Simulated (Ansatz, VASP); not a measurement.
# Si7WO16 in VASP and in Ansatz

Contents of INCAR:

```
SYSTEM = Si7WO16
  PREC = Accurate
  ENCUT = 520
  EDIFF = 1E-6
  ISMEAR = -1
  SIGMA = 0.01
  LREAL = .FALSE.
  LASPH = .TRUE.
  NELM = 120
  ALGO = Normal
  ISIF = 2
  LWAVE = .FALSE.
  LCHARG = .FALSE.
  GGA = PE
  NBANDS = 87
  GGA_COMPAT = .FALSE.
```

KPOINTS

```
Automatic mesh
0
G
  1 1 1
  0 0 0
```

The input POSCAR:

```
Si7WO16
1.0
    0.0000000000      5.0813926894      7.0944098913
    5.0813926894      0.0000000000      7.0944098913
    5.0813926894      5.0813926894      0.0000000000
Si W O
7 1 16
Direct
    0.2690812932      0.2547661132      0.4412536074
    0.7305353314      0.7468456860      0.9646046167
    0.0459684871      0.6891495970      0.1317015696
    0.5892273255      0.1494427744      0.6312895124
    0.4103291999      0.8519605125      0.3693032764
    0.9536179264      0.3124157576      0.8667219930
   -0.0002277402      0.0006708118      0.3065840094
    0.4996029212      0.5003861973      0.7821906631
    0.1519546710      0.2136432744      0.6793706911
    0.5583765473      0.7394732736      0.1690794561
    0.4975863007      0.2777222365      0.8115876754
    0.9888410190      0.8430031752      0.2575249101
    0.4404286845      0.2628325531      0.4670806953
    0.8465683635      0.7887397322      1.0452112769
    0.1976102251      0.8787900790      0.4089147192
    0.7770153294      0.3377964976      0.8027323273
    0.0114618160      0.1576792630      0.0887190928
    0.5020615507      0.7226334655      0.5858381409
    0.3735173464      0.0722642370      0.3226882321
    0.8869740721      0.5313204658      0.8798588648
    0.2214447479      0.6645110000      0.9155312119
    0.8016731069      0.1230102372      0.4845517028
    0.1137558046      0.4693860528      0.2959013127
    0.6273819431      0.9282996562      0.7668734333
```

Input for Ansatz:

```yaml
crystal:
  checkpoint: "../q0.relax.run"
  host: checkpoint
basis:
  ecutwfc: 420
  xc_grid: 2
hamiltonian:
  xc: pbe
  pseudopotentials: { kind: paw, azcp: { folder: soft_1 } }
kpoints:
  mp_grid: { grid: [1, 1, 1] }
scf:
  occupations: { method: fermi_dirac, width: 0.01 }
  max_iter: 100
output:
  forces: true
  eigenvalues: true
  charged_corrections:
    epsilon: 2.24
    static_epsilon: [4.12, 4.12, 3.93]
    defect_position: [0.5, 0.5, 0.794234]
checkpoint:
  read: "../q0.relax.run"
  write: "../q0.s2.run"
  compress: false
  write_wavefunctions: false
  write_every: 100000
```

Alike in both runs: task single point; functional PBE; k mesh 1 × 1 × 1; occupations fermi-dirac, width 0.01 eV; no spin polarisation.

```csv
,VASP,Ansatz
version,VASP 6.6.1,Ansatz 0.2.0
potentials or method,"VASP PAW PBE potentials, release 64 (Si, W_sv, O), cutoff 520 eV",plane-wave PAW DFT
valence electrons in the cell,138,138
```

VASP gave:

```
gap on the k mesh at the Fermi level (eV) : 1.26
rms of the force components (eV/Å)        : 0.037
```

Question: Which values does Ansatz return?

Answer: gap on the k mesh at the Fermi level (eV): 1.26; rms of the force components (eV/Å): 0.025.

Atom by atom the forces differ by 0.045 eV/Å (rms over components). The functional is the same, so the differences come from potentials, cutoffs and numerics.

Spin-orbit coupling is off throughout.
